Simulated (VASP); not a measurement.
Set up this calculation in VASP 6.6.1, as the native input.

```
Task                   : single point
Functional             : PBE
Potentials or basis    : VASP PAW PBE potentials, release 64 (Sr_sv)
Cutoff                 : 520 eV
k mesh                 : 14 × 14 × 14
Occupations            : gaussian, width 0.15 eV
Spin                   : no spin polarisation
Dipole correction      : no
Further INCAR settings : ALGO = Fast; EDIFF = 1e-06; NBANDS = 11
```

The structure of Sr lies in POSCAR:

```
Sr
1.0
   -2.4250000000      2.4250000000      2.3280000000
    2.4250000000     -2.4250000000      2.3280000000
    2.4250000000      2.4250000000     -2.3280000000
Sr
1
Direct
    0.0000000000      0.0000000000      0.0000000000
```

This cell differs from its parent crystal: strain +0.000 along x and y, -0.040 along z.

One way to write it, as run:

INCAR

```
SYSTEM = Sr
PREC     = Accurate       ! precision mode
ENCUT    = 520            ! plane-wave cutoff, eV
EDIFF    = 1E-6           ! SCF threshold, eV
ISMEAR   = 0              ! smearing method
SIGMA    = 0.15           ! smearing width, eV
LREAL    = .FALSE.        ! projectors in reciprocal space
LASPH    = .TRUE.         ! aspherical terms in the spheres
NELM     = 60             ! most SCF steps
ALGO     = Fast           ! electronic algorithm
ISIF     = 2              ! what is computed and relaxed
LWAVE    = .FALSE.        ! write WAVECAR
LCHARG   = .FALSE.        ! write CHGCAR
GGA      = PE             ! functional
NBANDS   = 11             ! bands
```

KPOINTS

```
Automatic mesh
0
G
  14 14 14
  0 0 0
```

Potentials or basis: VASP PAW PBE potentials, release 64 (Sr_sv).

The run is started by

```sh
$ cat potpaw_PBE.64/Sr_sv/POTCAR > POTCAR
$ mpirun -np 1 vasp_std > vasp.out
```

It gave:

```yaml
Pressure: -0.1 GPa
Band_gap_on_the_k_mesh: zero (bands 5 and 6 overlap by 0.35 eV)
```

Caveat: the cell differs from its parent crystal (strain +0.000 along x and y, -0.040 along z).

Run time: 62 s on 1 thread of Intel(R) Xeon(R) Platinum 8488C (Sapphire Rapids), with other jobs on the host, peak memory 0.28 GiB.
